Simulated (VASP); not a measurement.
A run of VASP 6.6.1 is set up as follows.

File INCAR:

```
ALGO = Normal ; EDIFF = 1E-6
ENCUT = 500 ; GGA = PE
GGA_COMPAT = F ; ISIF = 2
ISMEAR = 0 ; LASPH = T
LCHARG = F ; LREAL = F
LWAVE = F ; NBANDS = 54
NELM = 120 ; PREC = Accurate
SIGMA = 0.1
```

KPOINTS

```
k-points
0
Gamma
  4 4 4
```

Contents of POSCAR:

```
Sb
1.0
    2.9885618200     -6.3739824600      0.0000000000
    2.9885618200      6.3739824600      0.0000000000
    0.0000000000      0.0000000000      4.2477171800
Sb
6
Direct
    0.1019200500      0.3216338200      0.5000000000
    0.8980799500      0.6783661800      0.5000000000
    0.3216338200      0.1019200500      0.5000000000
    0.6783661800      0.8980799500      0.5000000000
    0.0000000000      0.5000000000      0.0000000000
    0.5000000000      0.0000000000      0.0000000000
```

Potentials or basis: VASP PAW PBE potentials, release 64 (Sb_d_GW).

Run with:

```console
$ cat potpaw_PBE.64/Sb_d_GW/POTCAR > POTCAR
$ mpirun -np 1 vasp_std > vasp.out
```

Q: Estimate the pressure.

A: 23.3 GPa.

Q: Estimate the largest force.

A: 3.510 eV/Å.

Q: Estimate the band gap on the k mesh.

A: Zero (bands 45 and 46 overlap by 0.98 eV).

Stress tensor (GPa, compression positive):
```
24.02  0.00  0.00
 0.00 25.13  0.00
 0.00  0.00 20.87
```

Caveat: the k points lie up to 0.37 Å⁻¹ apart, too coarse for converged energies and pressures of a metal; spin-orbit coupling is left out, which moves the levels of the heavy elements; forces of over 1 eV/Å act on the atoms, so gaps and moduli don't describe the material at rest.
